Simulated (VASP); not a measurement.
# AlN (C2) in VASP: a series of runs

Runs on AlN. Level: PBEsol. Tasks: single point.

All numbers are computed with VASP 6.6.1; they aren't measurements. Logs are shortened: lines on timing, memory, paths and dates and some standing lists are left out, and cuts for length are marked.

## (1) The cell of the first run

It takes space group C2 (No. 5, monoclinic). Conventional cell: a = 4.326 Å, b = 4.326 Å, c = 3.114 Å, α = 90.00°, β = 134.00°, γ = 90.00°. Within 2.5 Å of Al (site symmetry 2) lie 4 N at 1.88 to 1.91 Å. Within 2.5 Å of N (site symmetry 2) lie 4 Al at 1.88 to 1.91 Å.

## (2) Single point, PBEsol (mode 4 frozen in at -0.019 Å, strain +e along z and -e/2 along x and y +0.0233)

Input file INCAR:

```
PREC = Accurate ; ENCUT = 520
EDIFF = 1E-7 ; ISMEAR = 0
SIGMA = 0.05 ; LREAL = False
LASPH = True ; NELM = 80
ALGO = Normal ; ISIF = 2
LWAVE = False ; LCHARG = True
GGA = PS ; LELF = True
LVHAR = True ; NBANDS = 11
```

Input file KPOINTS:

```
regular mesh
0
Gamma
  10 10 10
```

Input file POSCAR:

```
AlN
1.0
    0.0000000000      2.2396523787      2.1631588278
    2.1631588278      0.0000000000      2.1631588278
    2.1631588278      2.2396523787      0.0000000000
Al N
1 1
Direct
   -0.0022533278      0.0022533278      0.0022533278
    0.7543405620      0.7456594380      0.7456594380
```

Potentials or basis: VASP PAW PBE potentials, release 64 (Al, N).

Run with:

```sh
$ cat potpaw_PBE.64/Al/POTCAR potpaw_PBE.64/N/POTCAR > POTCAR
$ mpirun -np 1 vasp_std > vasp.out
```

OUTCAR:

```text
PREC = Accurate
   ENCUT = 520
   EDIFF = 1E-7
   ISMEAR = 0
   LREAL = False
   LASPH = True
   NELM = 80
   ISIF = 2
   GGA = PS

 ion  position               nearest neighbor table
   1  0.998  0.002  0.002-   2 1.88   2 1.88   2 1.91   2 1.91
   2  0.754  0.746  0.746-   1 1.88   1 1.88   1 1.91   1 1.91

  LATTYP: Found a body centered tetragonal cell.
 ALAT       =     3.0591685518
 C/A-ratio  =     1.4642229356

  Lattice vectors:

 A1 = (   0.0000000000,  -2.2396523787,   2.1631588278)
 A2 = (   0.0000000000,  -2.2396523787,  -2.1631588278)
 A3 = (   2.1631588278,   2.2396523787,   0.0000000000)

Analysis of symmetry for initial positions (statically):
=====================================================================
 Subroutine PRICEL returns:
 Original cell was already a primitive cell.

 Routine SETGRP: Setting up the symmetry group for a
 body centered tetragonal supercell.

 Subroutine GETGRP returns: Found  2 space group operations
 (whereof  2 operations were pure point group operations)
 out of a pool of 16 trial point group operations.

The static configuration has the point symmetry C_2 .

Analysis of symmetry for dynamics (positions and initial velocities):
=====================================================================
 Subroutine PRICEL returns:
 Original cell was already a primitive cell.

 Routine SETGRP: Setting up the symmetry group for a
 body centered tetragonal supercell.

 Subroutine GETGRP returns: Found  2 space group operations
 (whereof  2 operations were pure point group operations)
 out of a pool of 16 trial point group operations.

The dynamic configuration has the point symmetry C_2 .

 Subroutine INISYM returns: Found  2 space group operations
 (whereof  2 operations are pure point group operations),
 and found     1 'primitive' translations

----------------------------------------------------------------------------------------

                                     Primitive cell

  volume of cell :      20.9598

  direct lattice vectors                    reciprocal lattice vectors
     0.000000000  2.239652379  2.163158828    -0.231143453  0.223248931  0.231143453
     2.163158828  0.000000000  2.163158828     0.231143453 -0.223248931  0.231143453
     2.163158828  2.239652379  0.000000000     0.231143453  0.223248931 -0.231143453

  length of vectors
     3.113727492  3.059168552  3.113727492     0.395846784  0.395846784  0.395846784

  position of ions in fractional coordinates (direct lattice)
     0.997746672  0.002253328  0.002253328
     0.754340562  0.745659438  0.745659438

  ion indices of the primitive-cell ions
   primitive index   ion index
                 1           1
                 2           2

----------------------------------------------------------------------------------------

 KPOINTS: regular mesh

Automatic generation of k-mesh.
 Grid dimensions read from file:
 generate k-points for:   10   10   10

 Generating k-lattice:

  Cartesian coordinates                     Fractional coordinates (reciprocal lattice)
    -0.023114345  0.022324893  0.023114345     0.100000000  0.000000000  0.000000000
     0.023114345 -0.022324893  0.023114345    -0.000000000  0.100000000 -0.000000000
     0.023114345  0.022324893 -0.023114345     0.000000000  0.000000000  0.100000000

  Length of vectors
     0.039584678  0.039584678  0.039584678

  Shift w.r.t. Gamma in fractional coordinates (k-lattice)
     0.000000000  0.000000000  0.000000000

 Subroutine IBZKPT returns following result:
 ===========================================

 Found    282 irreducible k-points:

 Following reciprocal coordinates:
            Coordinates               Weight
  0.000000  0.000000  0.000000      1.000000
  0.100000  0.000000 -0.000000      4.000000
 -0.000000 -0.100000 -0.000000      4.000000
  0.200000  0.000000 -0.000000      4.000000
 -0.000000 -0.200000 -0.000000      4.000000
  0.300000  0.000000 -0.000000      4.000000
[... 16 lines left out ...]
  0.000000 -0.400000 -0.100000      4.000000
 -0.100000 -0.100000  0.300000      4.000000
 [... further k-points ...]
   k-points           NKPTS =    282   k-points in BZ     NKDIM =    282   number of bands    NBANDS=     11
   number of dos      NEDOS =    301   number of ions     NIONS =      2
   total plane-waves  NPLWV =  13824
   dimension x,y,z NGX =    24 NGY =   24 NGZ =   24
   dimension x,y,z NGXF=    48 NGYF=   48 NGZF=   48
   ions per type =               1   1
   NGX,Y,Z   is equivalent  to a cutoff of  12.81, 13.04, 12.81 a.u.
   NGXF,Y,Z  is equivalent  to a cutoff of  25.63, 26.08, 25.63 a.u.
 SYSTEM =  unknown system
   PREC   = accura    normal or accurate (medium, high low for compatibility)
   ISTART =      0    job   : 0-new  1-cont  2-samecut
   ICHARG =      2    charge: 1-file 2-atom 10-const
   ISPIN  =      1    spin polarized calculation?
   LNONCOLLINEAR =      F non collinear calculations
   LSORBIT =      F    spin-orbit coupling
   LASPH  =      T    aspherical Exc in radial PAW
   ENCUT  =  520.0 eV  38.22 Ry    6.18 a.u.   5.79  5.69  5.79*2*pi/ulx,y,z
   NELM   =     80;   NELMIN=  2; NELMDL= -5     # of ELM steps
   EDIFF  = 0.1E-06   stopping-criterion for ELM
   LREAL  =      F    real-space projection
   EDIFFG = 0.1E-05   stopping-criterion for IOM
   NSW    =      0    number of steps for IOM
   IBRION =     -1    ionic relax: 0-MD 1-quasi-New 2-CG
   NFREE  =      0    steps in history (QN), initial steepest desc. (CG)
   ISIF   =      2    stress and relaxation
   ISYM   =      2    0-nonsym 1-usesym 2-fastsym
   POTIM  = 0.5000    time-step for ionic-motion
   TEBEG  =    0.0;   TEEND  =   0.0 temperature during run
   PSTRESS=    0.0 pullay stress
   NELECT =       8.0000    total number of electrons
   NUPDOWN=      -1.0000    fix difference up-down
   EMIN   =  10.00;   EMAX   =-10.00  energy-range for DOS
   EFERMI =   0.00;   METHOD = LEGACY
   ISMEAR =     0;   SIGMA  =   0.05  broadening in eV -4-tet -1-fermi 0-gaus
   EFERMI_NEDOS =   21; number of points for ismear=-14 and -15
   IALGO  =     38    algorithm
   IMIX   =      4    mixing-type and parameters
     AMIX     =   0.40;   BMIX     =  1.00
     AMIX_MAG =   1.60;   BMIX_MAG =  1.00
  volume/ion in A,a.u.               =      10.48        70.72
  Fermi-wavevector in a.u.,A,eV,Ry     =   1.187524  2.244095 19.187112  1.410213
  Thomas-Fermi vector in A             =   2.323673
   LORBIT       =      0    0 simple, 1 ext, 2 COOP (PROOUT), +10 PAW based schemes
   GGA     = PS    functional components
   LHFCALC =     F    Hartree Fock is set to
   AEXX    =    0.0000 exact exchange contribution
   IVDW    =     0    specifies the selected vdW correction
   LEPSILON=     F    determine dielectric tensor
   LRPA    =     F    only Hartree local field effects (RPA)
 non-spin polarized calculation
 Gauss-broadening in eV      SIGMA  =   0.05
  energy-cutoff  :      520.00
  volume of cell :       20.96
 maximum number of plane-waves:       580
   NGX = 11   NGY = 11   NGZ = 11

 number of electron       8.0000000 magnetization

 Free energy of the ion-electron system (eV)
  ---------------------------------------------------
  ext. energy  EPLUGINS =         0.00000000
  ---------------------------------------------------
  free energy    TOTEN  =       -15.59828317 eV

  energy without entropy =      -15.59828317  energy(sigma->0) =      -15.59828317

 E-fermi :   6.1269     XC(G=0): -11.1039

 val. band max:        5.9083452277   @ k =   0.0000   0.0000   0.0000
 cond. band min:       8.9612689939   @ k =   0.5000   0.5000   0.0000
 fundamental gap:      3.0529237662
 Fermi energy:         6.1268721433

 k-point     1 :       0.0000    0.0000    0.0000
  band No.  band energies     occupation
      1      -9.0994      2.00000
      2       5.6924      2.00000
      3       5.8793      2.00000
      4       5.9083      2.00000
      5       9.8977      0.00000
      6      18.2250      0.00000
      7      18.2283      0.00000
      8      18.2607      0.00000
      9      22.7240      0.00000
     10      23.8664      0.00000
     11      23.9248      0.00000

 k-point     2 :       0.1000    0.0000   -0.0000
  band No.  band energies     occupation
      1      -8.9524      2.00000
      2       5.0420      2.00000
      3       5.6555      2.00000
      4       5.8476      2.00000
      5      10.5738      0.00000
      6      17.8118      0.00000
      7      18.3529      0.00000
      8      18.3939      0.00000
      9      21.6054      0.00000
     10      22.5439      0.00000
     11      23.9473      0.00000

 k-point     3 :      -0.0000   -0.1000   -0.0000
  band No.  band energies     occupation
      1      -8.9520      2.00000
      2       4.9573      2.00000
      3       5.7502      2.00000
      4       5.8562      2.00000
      5      10.5552      0.00000
      6      17.8031      0.00000
      7      18.3654      0.00000
      8      18.4146      0.00000
      9      21.5541      0.00000
     10      22.5093      0.00000
     11      24.0474      0.00000

 k-point     4 :       0.2000    0.0000   -0.0000
  band No.  band energies     occupation
      1      -8.5338      2.00000
      2       3.4231      2.00000
      3       5.5000      2.00000
      4       5.7404      2.00000
      5      11.7021      0.00000
      6      16.9728      0.00000
      7      18.1523      0.00000
      8      18.4468      0.00000
      9      21.3694      0.00000
     10      21.7989      0.00000
     11      23.1068      0.00000
[... 239 lines left out ...]
 k-point    22 :       0.4000    0.1000    0.0000
  band No.  band energies     occupation
      1      -7.3936      2.00000
      2       0.9354      2.00000
      3       4.9584      2.00000
      4       5.2361      2.00000
      5      12.9864      0.00000
      6      15.3180      0.00000
      7      17.2974      0.00000
      8      17.7211      0.00000
      9      22.0229      0.00000
     10      24.3890      0.00000
     11      25.3544      0.00000

 k-point    23 :       0.0000   -0.4000   -0.1000
  band No.  band energies     occupation
      1      -7.3888      2.00000
      2       0.8914      2.00000
      3       5.0349      2.00000
      4       5.2441      2.00000
      5      12.9564      0.00000
      6      15.3032      0.00000
      7      17.2925      0.00000
      8      17.7577      0.00000
      9      21.9769      0.00000
     10      24.4155      0.00000
     11      25.3360      0.00000

 k-point    24 :      -0.1000   -0.1000    0.3000
  band No.  band energies     occupation
      1      -7.3883      2.00000
      2       0.8874      2.00000
      3       5.0543      2.00000
      4       5.2326      2.00000
      5      12.9454      0.00000
      6      15.3264      0.00000
      7      17.2487      0.00000
      8      17.8007      0.00000
      9      21.9339      0.00000
     10      24.4645      0.00000
     11      25.2913      0.00000

 [... further k-points ...]
[... 5 lines left out ...]
  --------------------------------------------------------------------------------------
  -------------------------------------------------------------------------------------
  Total        0.2181621     -0.4170152      0.2386057      0.0000000     -0.2588205      0.0000000
  in kB       16.6764039    -31.8768235     18.2391262      0.0000000    -19.7843530      0.0000000
  external PRESSURE =       1.0129022 kB  Pullay stress =       0.0000000 kB

 VOLUME and BASIS-vectors are now :
 -----------------------------------------------------------------------------
  energy-cutoff  :      520.00
  volume of cell :       20.96
      direct lattice vectors                 reciprocal lattice vectors
     0.000000000  2.239652379  2.163158828    -0.231143453  0.223248931  0.231143453
     2.163158828  0.000000000  2.163158828     0.231143453 -0.223248931  0.231143453
     2.163158828  2.239652379  0.000000000     0.231143453  0.223248931 -0.231143453

 POSITION                                       TOTAL-FORCE (eV/Angst)
 -----------------------------------------------------------------------------------
      0.00975      2.23965      2.16316        -0.402663     -0.000000      0.000000
      3.22596      3.35948      3.24474         0.402663      0.000000      0.000000
 -----------------------------------------------------------------------------------
    total drift:                                0.000292     -0.000000     -0.000000

  FREE ENERGIE OF THE ION-ELECTRON SYSTEM (eV)
  ---------------------------------------------------
  free  energy   TOTEN  =       -15.5982831729 eV

  energy  without entropy=      -15.5982831729  energy(sigma->0) =      -15.59828317
```

Wall time 14 s (1 thread of Intel Xeon 6975P-C (Granite Rapids), shared host); peak memory 0.18 GiB.

Results:

```
Free energy            : -15.5983 eV
Pressure               : 0.1 GPa
Largest force          : 0.403 eV/Å
Band gap on the k mesh : 3.05 eV, indirect (least direct gap 3.99 eV)
```

Forces in eV/Å, atoms in the order of the input:
```
Al  -0.403  0.000  0.000
N    0.403  0.000  0.000
```

Caveat: the cell differs from its parent crystal (mode 4 frozen in at -0.019 Å, strain +e along z and -e/2 along x and y +0.0233); the PAW data sets were made with another functional, which shifts forces and pressure a little. A k mesh can miss the band edges.

## (3) Single point, PBEsol (mode 4 frozen in at -0.019 Å, strain +e along z and -e/2 along x and y -0.0233)

Input file INCAR:

```
SYSTEM = AlN
  ALGO = Normal
  EDIFF = 1E-7
  ENCUT = 520
  GGA = PS
  ISIF = 2
  ISMEAR = 0
  LASPH = .True.
  LCHARG = .False.
  LREAL = .False.
  LWAVE = .False.
  NBANDS = 11
  NELM = 80
  PREC = Accurate
  SIGMA = 0.05
```

Input file KPOINTS:

```
k-points
0
Gamma
  10 10 10
  0 0 0
```

Input file POSCAR:

```
AlN
1.0
    0.0000000000      2.1376609775      2.2141545284
    2.2141545284      0.0000000000      2.2141545284
    2.2141545284      2.1376609775      0.0000000000
Al N
1 1
Direct
   -0.0022533278      0.0022533278      0.0022533278
    0.7543405620      0.7456594380      0.7456594380
```

Potentials or basis: VASP PAW PBE potentials, release 64 (Al, N).

Run with:

```sh
$ cat potpaw_PBE.64/Al/POTCAR potpaw_PBE.64/N/POTCAR > POTCAR
$ mpirun -np 1 vasp_std > vasp.out
```

Run time: 15 s. Hardware: 1 thread of Intel Xeon 6975P-C (Granite Rapids), shared host; peak memory 0.18 GiB.

The run converged. Its results:

```
Free energy            : -15.5987 eV
Pressure               : 0.1 GPa
Largest force          : 0.427 eV/Å
Band gap on the k mesh : 2.96 eV, indirect (least direct gap 3.95 eV)
```

Forces in eV/Å, atoms in the order of the input:
```
Al  -0.427  0.000  0.000
N    0.427  0.000  0.000
```

Stress tensor (GPa, compression positive):
```
-1.34  0.00  0.00
 0.00  2.84 -2.01
 0.00 -2.01 -1.18
```

Levels at points of the mesh, in eV from the valence-band top:
```tsv
k point	band 1	band 2	band 3	band 4	band 5	band 6	band 7	band 8
(0.00, 0.00, 0.00)	-15.05	-0.21	-0.17	0.00	3.95	12.26	12.30	12.30
(0.50, 0.00, 0.00)	-12.99	-5.99	-0.76	-0.51	7.07	9.62	10.52	11.27
(0.00, 0.50, 0.00)	-12.98	-6.04	-0.75	-0.42	7.04	9.58	10.58	11.26
(0.50, 0.50, 0.00)	-12.39	-5.17	-1.81	-1.81	3.12	8.49	13.44	15.01
(0.00, 0.50, 0.50)	-12.39	-5.17	-1.86	-1.76	3.12	8.50	13.44	15.01
(0.50, 0.00, 0.50)	-12.24	-4.83	-2.10	-2.10	2.96	7.95	14.06	15.23
```

Caveat: the cell differs from its parent crystal (mode 4 frozen in at -0.019 Å, strain +e along z and -e/2 along x and y -0.0233); the PAW data sets were made with another functional, which shifts forces and pressure a little. A k mesh can miss the band edges.

## (4) Single point, PBEsol (mode 4 frozen in at -0.057 Å, strain +e along z and -e/2 along x and y -0.0233)

Input file INCAR:

```
PREC     = Accurate       # precision mode
ENCUT    = 520            # plane-wave cutoff, eV
EDIFF    = 1E-7           # SCF threshold, eV
ISMEAR   = 0              # smearing method
SIGMA    = 0.05           # smearing width, eV
LREAL    = F              # projectors in reciprocal space
LASPH    = T              # aspherical terms in the spheres
NELM     = 60             # most SCF steps
ALGO     = Normal         # electronic algorithm
ISIF     = 2              # what is computed and relaxed
LWAVE    = F              # write WAVECAR
LCHARG   = T              # write CHGCAR
GGA      = PS             # functional
LELF     = T              # ELF
LVHAR    = T            
NBANDS   = 11             # bands
```

Input file KPOINTS:

```
Automatic mesh
0
Gamma
  10 10 10
```

Input file POSCAR:

```
AlN
1.0
    0.0000000000      2.1376609775      2.2141545284
    2.2141545284      0.0000000000      2.2141545284
    2.2141545284      2.1376609775      0.0000000000
Al N
1 1
Direct
   -0.0067599835      0.0067599835      0.0067599835
    0.7630216860      0.7369783140      0.7369783140
```

Run with:

```sh
$ cat potpaw_PBE.64/Al/POTCAR potpaw_PBE.64/N/POTCAR > POTCAR
$ mpirun -np 1 vasp_std > vasp.out
```

Run time: 16 s. Hardware: 1 thread of Intel Xeon 6975P-C (Granite Rapids), shared host; peak memory 0.18 GiB.

Results (log left out):

```
Free energy            : -15.5490 eV
Pressure               : 1.0 GPa
Largest force          : 1.272 eV/Å
Band gap on the k mesh : 2.83 eV, indirect (least direct gap 3.81 eV)
```

Forces in eV/Å, atoms in the order of the input:
```
Al  -1.272  0.000  0.000
N    1.272  0.000  0.000
```

Stress tensor (GPa, compression positive):
```
-1.30  0.00  0.00
 0.00  4.08 -6.09
 0.00 -6.09  0.17
```

Levels at points of the mesh, in eV from the valence-band top:
```
           k point  band 1  band 2  band 3  band 4  band 5  band 6  band 7  band 8  band 9
(0.00, 0.00, 0.00)  -15.18   -0.48   -0.29    0.00    3.81   12.12   12.18   12.19   16.68
(0.50, 0.00, 0.00)  -13.13   -6.07   -0.95   -0.67    6.95    9.51   10.36   11.16   17.38
(0.00, 0.50, 0.00)  -13.10   -6.21   -0.90   -0.43    6.86    9.39   10.51   11.14   17.37
(0.50, 0.50, 0.00)  -12.52   -5.30   -1.93   -1.92    2.98    8.33   13.27   14.90   15.95
(0.00, 0.50, 0.50)  -12.53   -5.29   -2.11   -1.78    3.00    8.38   13.27   14.87   15.90
(0.50, 0.00, 0.50)  -12.38   -4.96   -2.22   -2.21    2.83    7.79   13.89   15.12   15.14
```

Caveat: the cell differs from its parent crystal (mode 4 frozen in at -0.057 Å, strain +e along z and -e/2 along x and y -0.0233); the PAW data sets were made with another functional, which shifts forces and pressure a little.
